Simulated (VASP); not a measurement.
MoH5, 6 atoms in the cell. Symmetry: P4/mmm, No. 123, tetragonal system. Conventional cell: a = 3.704 Å, b = 3.704 Å, c = 2.527 Å, α = 90.00°, β = 90.00°, γ = 90.00°. H (site symmetry m2m) has 2 H at 0.68 Å within 0.9 Å. Within 1.7 Å of H (site symmetry 4/mmm) lie 2 Mo at 1.26 Å. Mo (site symmetry 4/mmm) has 2 H at 1.26 Å within 1.7 Å. 

| Quantity | Value |
| --- | --- |
| Program | VASP 6.6.1 |
| Task | single point |
| Functional | PBE |
| Potentials or basis | VASP PAW PBE potentials, release 64 (H, Mo_sv) |
| Cutoff | 520 eV |
| k mesh | 6 × 6 × 6 |
| Occupations | gaussian, width 0.1 eV |
| Spin | no spin polarisation |
| Dipole correction | no |
| Further INCAR settings | ALGO = Normal; EDIFF = 1e-06; NBANDS = 18 |

Potentials or basis: VASP PAW PBE potentials, release 64 (H, Mo_sv).

The run is started by

```sh
$ cat potpaw_PBE.64/H/POTCAR potpaw_PBE.64/Mo_sv/POTCAR > POTCAR
$ mpirun -np 1 vasp_std > vasp.out
```

Hardware: 1 thread of AMD EPYC 9R45 96-Core Processor (Zen 5), on a shared host.

Estimate the wall time of this run.

It took 13 s on 1 thread of AMD EPYC 9R45 96-Core Processor (Zen 5), on a shared host, peak memory 0.12 GiB. Counts: scf iterations 14, k points 40.
